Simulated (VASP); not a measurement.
LaTlO2, 8 atoms in the cell. Symmetry: I4_1/amd, No. 141, tetragonal system. Conventional cell: a = 5.132 Å, b = 5.132 Å, c = 11.783 Å, α = 90.00°, β = 90.00°, γ = 90.00°. Within 3.7 Å of Tl (site symmetry -4m2) lie 6 O at 2.63 to 3.51 Å and 4 La at 3.63 Å. Within 3.2 Å of O (site symmetry 2mm) lie 3 La at 2.38 to 2.63 Å and 2 Tl at 2.63 Å and 2 O at 3.14 Å. Within 3.1 Å of La (site symmetry -4m2) lie 6 O at 2.38 to 2.63 Å. 

```yaml
Program: VASP 6.6.1
Task: single point
Functional: PBE
Potentials_or_basis: VASP PAW PBE potentials, release 64 (Tl_d, O, La)
Cutoff: 520 eV
k_mesh: 6 × 6 × 6
Occupations: gaussian, width 0.01 eV
Spin: no spin polarisation
Dipole_correction: no
Further_INCAR_settings: ALGO = Normal; EDIFF = 1e-06; NBANDS = 46
```

Potentials or basis: VASP PAW PBE potentials, release 64 (Tl_d, O, La).

The run is started by

```bash
$ cat potpaw_PBE.64/Tl_d/POTCAR potpaw_PBE.64/O/POTCAR potpaw_PBE.64/La/POTCAR > POTCAR
$ mpirun -np 1 vasp_std > vasp.out
```

Hardware: 1 thread of Oxide Virtual Turin-like Processor, with other jobs on the host.

Problem. How long does it take, and how much memory?

Solution. Run time: 17 min on 1 thread of Oxide Virtual Turin-like Processor, on a shared host, peak memory 0.5 GiB. Counts: scf iterations 16, k points 30.
